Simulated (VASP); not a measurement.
# Ta2B2O (P-3m1) in VASP: notebook

Ta2B2O is run at these levels: PBE; tasks: single point.

Everything below comes from runs of VASP 6.6.1. Logs are shortened: lines on timing, memory, paths and dates and some standing lists are left out, and cuts for length are marked.

### Step 1. The cell of the first run

It takes space group P-3m1 (No. 164, trigonal). The conventional cell has a = 2.952 Å, b = 2.952 Å, c = 7.053 Å, α = 90.00°, β = 90.00°, γ = 120.00°. Within 2.9 Å of Ta (site symmetry 3m) lie 4 B at 2.23 to 2.39 Å and 3 O at 2.32 Å. B (site symmetry 3m) has 3 B at 1.79 Å and 4 Ta at 2.23 to 2.39 Å within 2.4 Å. O (site symmetry -3m) has 6 Ta at 2.32 Å and 6 O at 2.95 Å within 3.1 Å.

### Step 2. Single point, PBE

Input file INCAR:

```
SYSTEM = Ta2B2O
PREC     = Accurate       ! precision mode
ENCUT    = 520            ! plane-wave cutoff, eV
EDIFF    = 1E-6           ! SCF threshold, eV
ISMEAR   = 0              ! smearing method
SIGMA    = 0.1            ! smearing width, eV
LREAL    = .FALSE.        ! projectors in reciprocal space
LASPH    = .TRUE.         ! aspherical terms in the spheres
NELM     = 60             ! most SCF steps
ALGO     = Normal         ! electronic algorithm
ISIF     = 2              ! what is computed and relaxed
LWAVE    = .FALSE.        ! write WAVECAR
LCHARG   = .FALSE.        ! write CHGCAR
GGA      = PE             ! functional
NBANDS   = 25             ! bands
```

Input file KPOINTS:

```
regular mesh
0
G
  6 6 4
  0 0 0
```

Input file POSCAR:

```
Ta2B2O
1.0
    2.9522680027     -0.0000000024      0.0000000000
   -1.4761339993      2.5567390903      0.0000000000
    0.0000000000      0.0000000000      7.0530213564
Ta B O
2 2 1
Direct
    0.6666666667      0.3333333333      0.7767358183
    0.3333333333      0.6666666667      0.2232641817
    0.6666666667      0.3333333333      0.4604772358
    0.3333333333      0.6666666667      0.5395227642
    0.0000000000      0.0000000000      0.0000000000
```

Potentials or basis: VASP PAW PBE potentials, release 64 (Ta_pv, B, O).

Run with:

```sh
$ cat potpaw_PBE.64/Ta_pv/POTCAR potpaw_PBE.64/B/POTCAR potpaw_PBE.64/O/POTCAR > POTCAR
$ mpirun -np 1 vasp_std > vasp.out
```

OUTCAR:

```text
SYSTEM = Ta2B2O
   PREC = Accurate
   ENCUT = 520
   EDIFF = 1E-6
   ISMEAR = 0
   LREAL = .FALSE.
   LASPH = .TRUE.
   NELM = 60
   ISIF = 2
   GGA = PE

 ion  position               nearest neighbor table
   1  0.667  0.333  0.777-   3 2.23   5 2.32   5 2.32   5 2.32   4 2.39   4 2.39   4 2.39   2 3.58
                             2 3.58   2 3.58
   2  0.333  0.667  0.223-   4 2.23   5 2.32   5 2.32   5 2.32   3 2.39   3 2.39   3 2.39   1 3.58
                             1 3.58   1 3.58
   3  0.667  0.333  0.460-   4 1.79   4 1.79   4 1.79   1 2.23   2 2.39   2 2.39   2 2.39
   4  0.333  0.667  0.540-   3 1.79   3 1.79   3 1.79   2 2.23   1 2.39   1 2.39   1 2.39
   5  0.000  0.000  0.000-   1 2.32   2 2.32   2 2.32   1 2.32   1 2.32   2 2.32

  LATTYP: Found a hexagonal cell.
 ALAT       =     2.9522680027
 C/A-ratio  =     2.3890179855

  Lattice vectors:

 A1 = (   2.9522680027,  -0.0000000024,   0.0000000000)
 A2 = (  -1.4761339993,   2.5567390903,   0.0000000000)
 A3 = (   0.0000000000,   0.0000000000,   7.0530213564)

Analysis of symmetry for initial positions (statically):
=====================================================================
 Subroutine PRICEL returns:
 Original cell was already a primitive cell.

 Routine SETGRP: Setting up the symmetry group for a
 hexagonal supercell.

 Subroutine GETGRP returns: Found 12 space group operations
 (whereof 12 operations were pure point group operations)
 out of a pool of 24 trial point group operations.

The static configuration has the point symmetry D_3d.

Analysis of symmetry for dynamics (positions and initial velocities):
=====================================================================
 Subroutine PRICEL returns:
 Original cell was already a primitive cell.

 Routine SETGRP: Setting up the symmetry group for a
 hexagonal supercell.

 Subroutine GETGRP returns: Found 12 space group operations
 (whereof 12 operations were pure point group operations)
 out of a pool of 24 trial point group operations.

The dynamic configuration has the point symmetry D_3d.

 Subroutine INISYM returns: Found 12 space group operations
 (whereof 12 operations are pure point group operations),
 and found     1 'primitive' translations

----------------------------------------------------------------------------------------

                                     Primitive cell

  volume of cell :      53.2375

  direct lattice vectors                    reciprocal lattice vectors
     2.952268003 -0.000000002  0.000000000     0.338722636  0.195561605  0.000000000
    -1.476133999  2.556739090  0.000000000     0.000000000  0.391123210  0.000000000
     0.000000000  0.000000000  7.053021356     0.000000000  0.000000000  0.141783209

  length of vectors
     2.952268003  2.952268003  7.053021356     0.391123210  0.391123210  0.141783209

  position of ions in fractional coordinates (direct lattice)
     0.666666667  0.333333333  0.776735818
     0.333333333  0.666666667  0.223264182
     0.666666667  0.333333333  0.460477236
     0.333333333  0.666666667  0.539522764
     0.000000000  0.000000000  0.000000000

  ion indices of the primitive-cell ions
   primitive index   ion index
                 1           1
                 2           2
                 3           3
                 4           4
                 5           5

----------------------------------------------------------------------------------------

 KPOINTS: regular mesh

Automatic generation of k-mesh.
 Grid dimensions read from file:
 generate k-points for:    6    6    4

 Generating k-lattice:

  Cartesian coordinates                     Fractional coordinates (reciprocal lattice)
     0.056453773  0.032593601  0.000000000     0.166666667  0.000000000  0.000000000
     0.000000000  0.065187202  0.000000000     0.000000000  0.166666667  0.000000000
     0.000000000  0.000000000  0.035445802     0.000000000  0.000000000  0.250000000

  Length of vectors
     0.065187202  0.065187202  0.035445802

  Shift w.r.t. Gamma in fractional coordinates (k-lattice)
     0.000000000  0.000000000  0.000000000

 Subroutine IBZKPT returns following result:
 ===========================================

 Found     24 irreducible k-points:

 Following reciprocal coordinates:
            Coordinates               Weight
  0.000000  0.000000  0.000000      1.000000
  0.166667  0.000000  0.000000      6.000000
  0.333333 -0.000000  0.000000      6.000000
  0.500000  0.000000  0.000000      3.000000
  0.166667  0.166667  0.000000      6.000000
  0.333333  0.166667  0.000000     12.000000
[... 16 lines left out ...]
  0.333333  0.166667  0.500000     12.000000
  0.333333  0.333333  0.500000      2.000000
   k-points           NKPTS =     24   k-points in BZ     NKDIM =     24   number of bands    NBANDS=     25
   number of dos      NEDOS =    301   number of ions     NIONS =      5
   total plane-waves  NPLWV =  31104
[... 73 lines left out ...]
      1     -27.8888      2.00000
      2     -27.7006      2.00000
      3     -27.1822      2.00000
      4     -27.1822      2.00000
      5     -27.1770      2.00000
      6     -27.1770      2.00000
[... 17 lines left out ...]
     24      11.8855      0.00000
     25      11.8855      0.00000

 k-point     2 :       0.1667    0.0000    0.0000
  band No.  band energies     occupation
      1     -27.8345      2.00000
      2     -27.6702      2.00000
      3     -27.4220      2.00000
      4     -27.4119      2.00000
      5     -27.2382      2.00000
      6     -27.2274      2.00000
[... 17 lines left out ...]
     24      12.2879      0.00000
     25      12.3036      0.00000

 k-point     3 :       0.3333   -0.0000    0.0000
  band No.  band energies     occupation
      1     -27.8933      2.00000
      2     -27.8577      2.00000
      3     -27.7029      2.00000
      4     -27.6124      2.00000
      5     -27.3461      2.00000
      6     -27.3289      2.00000
[... 17 lines left out ...]
     24      12.7328      0.00000
     25      12.7496      0.00000

 k-point     4 :       0.5000    0.0000    0.0000
  band No.  band energies     occupation
      1     -28.1065      2.00000
      2     -28.0683      2.00000
      3     -27.6387      2.00000
      4     -27.5933      2.00000
      5     -27.3989      2.00000
      6     -27.3793      2.00000
[... 17 lines left out ...]
     24      13.1939      0.00000
     25      13.5110      0.00000

 k-point     5 :       0.1667    0.1667    0.0000
  band No.  band energies     occupation
      1     -27.7753      2.00000
      2     -27.7103      2.00000
      3     -27.6928      2.00000
      4     -27.6256      2.00000
      5     -27.3627      2.00000
      6     -27.3530      2.00000
[... 17 lines left out ...]
     24      12.5063      0.00000
     25      12.9750      0.00000

 k-point     6 :       0.3333    0.1667    0.0000
  band No.  band energies     occupation
      1     -27.9917      2.00000
      2     -27.9588      2.00000
      3     -27.6415      2.00000
      4     -27.5920      2.00000
      5     -27.5221      2.00000
      6     -27.5019      2.00000
[... 17 lines left out ...]
     24      13.8159      0.00000
     25      14.1115      0.00000
[... 393 lines left out ...]
 k-point    21 :       0.5000    0.0000    0.5000
  band No.  band energies     occupation
      1     -28.1054      2.00000
      2     -28.0707      2.00000
      3     -27.6324      2.00000
      4     -27.5982      2.00000
      5     -27.3967      2.00000
      6     -27.3815      2.00000
[... 17 lines left out ...]
     24      12.5490      0.00000
     25      13.7949      0.00000

 k-point    22 :       0.1667    0.1667    0.5000
  band No.  band energies     occupation
      1     -27.7722      2.00000
      2     -27.7123      2.00000
      3     -27.6821      2.00000
      4     -27.6375      2.00000
      5     -27.3616      2.00000
      6     -27.3543      2.00000
[... 17 lines left out ...]
     24      12.0564      0.00000
     25      14.0400      0.00000

 k-point    23 :       0.3333    0.1667    0.5000
  band No.  band energies     occupation
      1     -27.9910      2.00000
      2     -27.9609      2.00000
      3     -27.6346      2.00000
      4     -27.5980      2.00000
      5     -27.5200      2.00000
      6     -27.5034      2.00000
[... 17 lines left out ...]
     24      13.3191      0.00000
     25      15.0534      0.00000

 k-point    24 :       0.3333    0.3333    0.5000
  band No.  band energies     occupation
      1     -27.8458      2.00000
      2     -27.8105      2.00000
      3     -27.8105      2.00000
      4     -27.8016      2.00000
      5     -27.5915      2.00000
      6     -27.5915      2.00000
[... 17 lines left out ...]
     24      14.8689      0.00000
     25      14.8689      0.00000

------------------------ aborting loop because EDIFF is reached ----------------------------------------

  FORCE on cell =-STRESS in cart. coord.  units (eV):
  Direction    XX          YY          ZZ          XY          YZ          ZX
  --------------------------------------------------------------------------------------
  -------------------------------------------------------------------------------------
  Total        0.1065522      0.1065522      0.1589504     -0.0000000     -0.0000000      0.0000000
  in kB        3.2066802      3.2066802      4.7836004     -0.0000000     -0.0000000      0.0000000
  external PRESSURE =       3.7323203 kB  Pullay stress =       0.0000000 kB

 VOLUME and BASIS-vectors are now :
 -----------------------------------------------------------------------------
  energy-cutoff  :      520.00
  volume of cell :       53.24
      direct lattice vectors                 reciprocal lattice vectors
     2.952268003 -0.000000002  0.000000000     0.338722636  0.195561605  0.000000000
    -1.476133999  2.556739090  0.000000000     0.000000000  0.391123210  0.000000000
     0.000000000  0.000000000  7.053021356     0.000000000  0.000000000  0.141783209

 POSITION                                       TOTAL-FORCE (eV/Angst)
 -----------------------------------------------------------------------------------
      1.47613      0.85225      5.47833         0.000000     -0.000000     -0.011960
      0.00000      1.70449      1.57469        -0.000000      0.000000      0.011960
      1.47613      0.85225      3.24776         0.000000      0.000000      0.004219
      0.00000      1.70449      3.80527         0.000000      0.000000     -0.004219
      0.00000      0.00000      0.00000        -0.000000      0.000000     -0.000000
 -----------------------------------------------------------------------------------
    total drift:                                0.000000     -0.000000      0.000000

  FREE ENERGIE OF THE ION-ELECTRON SYSTEM (eV)
  ---------------------------------------------------
  free  energy   TOTEN  =       -46.4844697772 eV

  energy  without entropy=      -46.4810525860  energy(sigma->0) =      -46.48276118
```

Run time: 31 s. Hardware: 1 thread of Intel Xeon 6975P-C (Granite Rapids), shared host; peak memory 0.19 GiB.

Results:

| Quantity | Value |
| --- | --- |
| Free energy | -46.4845 eV |
| Pressure | 0.4 GPa |
| Largest force | 0.012 eV/Å |
| Band gap on the k mesh | zero (band 17 reaches 7.77 eV, above the bottom of band 18 at 6.97 eV) |

Forces on the atoms (eV/Å):
```
Ta   0.000  0.000 -0.012
Ta   0.000  0.000  0.012
B    0.000  0.000  0.004
B    0.000  0.000 -0.004
O    0.000  0.000  0.000
```

Levels at points of the mesh, in eV from the Fermi level:
```csv
k point,band 13,band 14,band 15,band 16,band 17,band 18,band 19,band 20,band 21,band 22
"(0.00, 0.00, 0.00)",-4.60,-1.64,-0.88,-0.88,0.56,0.56,0.72,0.72,1.62,3.65
"(0.50, 0.00, 0.00)",-4.63,-2.58,-2.55,-2.14,-1.87,1.86,2.81,4.47,4.87,5.01
"(0.00, 0.00, 0.50)",-2.76,-2.46,-0.26,-0.26,-0.17,-0.17,1.18,1.18,2.41,2.41
"(0.50, 0.00, 0.50)",-3.93,-3.16,-2.55,-2.45,-1.82,2.84,2.94,4.22,4.48,4.71
```

Caveat: the k points lie up to 0.41 Å⁻¹ apart; spin-orbit coupling is left out, which moves the levels of the heavy elements.

### Step 3. Single point, PBE

This run uses another cell than the first one, of 12.36 Å³/atom, 1.161 times its volume.

INCAR, as its differences from that of step 2:

```diff
@@ -8,3 +8,3 @@
 LASPH    = .TRUE.         ! aspherical terms in the spheres
-NELM     = 60             ! most SCF steps
+NELM     = 80             ! most SCF steps
 ALGO     = Normal         ! electronic algorithm
```

Input file KPOINTS:

```
Automatic mesh
0
G
  6 6 4
  0 0 0
```

Input file POSCAR:

```
Ta2B2O
1.0
    3.5471323700      0.0000000000      0.0000000000
   -1.7735661800      3.0719067400      0.0000000000
    0.0000000000      0.0000000000      5.6734776800
Ta B O
2 2 1
Direct
    0.6666666700      0.3333333300      0.7688455000
    0.3333333300      0.6666666700      0.2311545000
    0.6666666700      0.3333333300      0.3785214400
    0.3333333300      0.6666666700      0.6214785600
    0.0000000000      0.0000000000      0.0000000000
```

Potentials or basis: VASP PAW PBE potentials, release 64 (Ta_pv, B, O).

Run with:

```sh
$ cat potpaw_PBE.64/Ta_pv/POTCAR potpaw_PBE.64/B/POTCAR potpaw_PBE.64/O/POTCAR > POTCAR
$ mpirun -np 1 vasp_std > vasp.out
```

It took 39 s on 1 thread of Intel Xeon 6975P-C (Granite Rapids), shared host; peak memory 0.19 GiB.

The run converged. Its results:

- Free energy: -41.5007 eV
- Pressure: -3.0 GPa
- Largest force: 0.692 eV/Å
- Band gap on the k mesh: zero (band 17 reaches 5.88 eV, above the bottom of band 18 at 4.35 eV)

Forces on the atoms (eV/Å):
```
Ta   0.000  0.000  0.464
Ta   0.000  0.000 -0.464
B    0.000  0.000  0.692
B    0.000  0.000 -0.692
O    0.000  0.000  0.000
```

Stress tensor (GPa, compression positive):
```
-9.79  0.00  0.00
 0.00 -9.79  0.00
 0.00  0.00 10.52
```

Levels at points of the mesh, in eV from the Fermi level:
```tsv
k point	band 15	band 16	band 17	band 18	band 19	band 20
(0.00, 0.00, 0.00)	-2.72	-0.77	-0.77	-0.16	-0.16	0.49
(0.50, 0.00, 0.00)	-1.89	-0.11	0.28	0.61	1.05	1.25
(0.00, 0.00, 0.50)	-1.89	-1.58	-1.58	-1.26	0.68	0.68
(0.50, 0.00, 0.50)	-2.42	-0.58	-0.11	1.13	1.58	1.76
```

Caveat: spin-orbit coupling is left out, which moves the levels of the heavy elements.

### Step 4. Single point, PBE

Input file INCAR:

```
SYSTEM = Ta2B2O
  ALGO = Normal
  EDIFF = 1E-7
  ENCUT = 520
  GGA = PE
  ISIF = 2
  ISMEAR = 0
  LASPH = .True.
  LCHARG = .False.
  LREAL = .False.
  LWAVE = .False.
  NBANDS = 25
  NELM = 80
  PREC = Accurate
  SIGMA = 0.1
```

Input file KPOINTS:

```
k-points
0
Gamma
  12 12 6
  0 0 0
```

Input file POSCAR:

```
Ta2B2O
1.0
    2.9573533598      0.0000000000      0.0000000000
   -1.4786766799      2.5611431376      0.0000000000
    0.0000000000      0.0000000000      7.0352824491
Ta B O
2 2 1
Direct
    0.6666666667      0.3333333333      0.7773810325
    0.3333333333      0.6666666667      0.2226189675
    0.6666666667      0.3333333333      0.4605360693
    0.3333333333      0.6666666667      0.5394639307
    0.0000000000      0.0000000000      0.0000000000
```

Run with:

```sh
$ cat potpaw_PBE.64/Ta_pv/POTCAR potpaw_PBE.64/B/POTCAR potpaw_PBE.64/O/POTCAR > POTCAR
$ mpirun -np 1 vasp_std > vasp.out
```

Wall time 2.2 min (1 thread of Intel Xeon 6975P-C (Granite Rapids), shared host); peak memory 0.27 GiB.

It converged, with:

* Free energy: -46.4031 eV
* Pressure: 0.4 GPa
* Largest force: 0.016 eV/Å
* Band gap on the k mesh: zero (band 17 reaches 7.77 eV, above the bottom of band 18 at 6.96 eV)

Forces on the atoms (eV/Å):
```
Ta   0.000  0.000 -0.016
Ta   0.000  0.000  0.016
B    0.000  0.000  0.002
B    0.000  0.000 -0.002
O    0.000  0.000  0.000
```

Stress tensor (GPa, compression positive):
```
0.34 0.00 0.00
0.00 0.34 0.00
0.00 0.00 0.42
```

Levels at points of the mesh, in eV from the Fermi level:
```
           k point  band 14  band 15  band 16  band 17  band 18  band 19  band 20  band 21
(0.00, 0.00, 0.00)    -1.63    -0.91    -0.91     0.55     0.55     0.68     0.68     1.56
(0.50, 0.00, 0.00)    -2.58    -2.57    -2.18    -1.87     1.83     2.82     4.45     4.80
(0.00, 0.00, 0.50)    -2.47    -0.29    -0.29    -0.20    -0.20     1.16     1.16     2.35
(0.50, 0.00, 0.50)    -3.17    -2.56    -2.49    -1.82     2.83     2.91     4.17     4.46
```

Caveat: spin-orbit coupling is left out, which moves the levels of the heavy elements.

### Step 5. The runs side by side

| cell | k mesh | gap on the mesh (eV) | pressure (GPa) | largest force (eV/Å) |
| --- | --- | --- | --- | --- |
| a = 2.952, b = 2.952, c = 7.053 Å, angles 90.0, 90.0, 120.0°, 5 atoms | 6 × 6 × 4 | none | 0.4 | 0.01 |
| a = 3.547, b = 3.547, c = 5.673 Å, angles 90.0, 90.0, 120.0°, 5 atoms | 6 × 6 × 4 | none | -3.0 | 0.69 |
| a = 2.957, b = 2.957, c = 7.035 Å, angles 90.0, 90.0, 120.0°, 5 atoms | 12 × 12 × 6 | none | 0.4 | 0.02 |

Alike in all rows: task single point; level PBE; potentials or basis VASP PAW PBE potentials, release 64 (Ta_pv, B, O); no spin polarisation; cutoff (eV) 520; smearing gaussian 0.1 eV.

Caveats: some runs use coarse meshes; spin-orbit coupling is left out, which moves the levels of the heavy elements.

Total energies depend on the potentials used, so only differences within one code and one set of settings carry meaning.
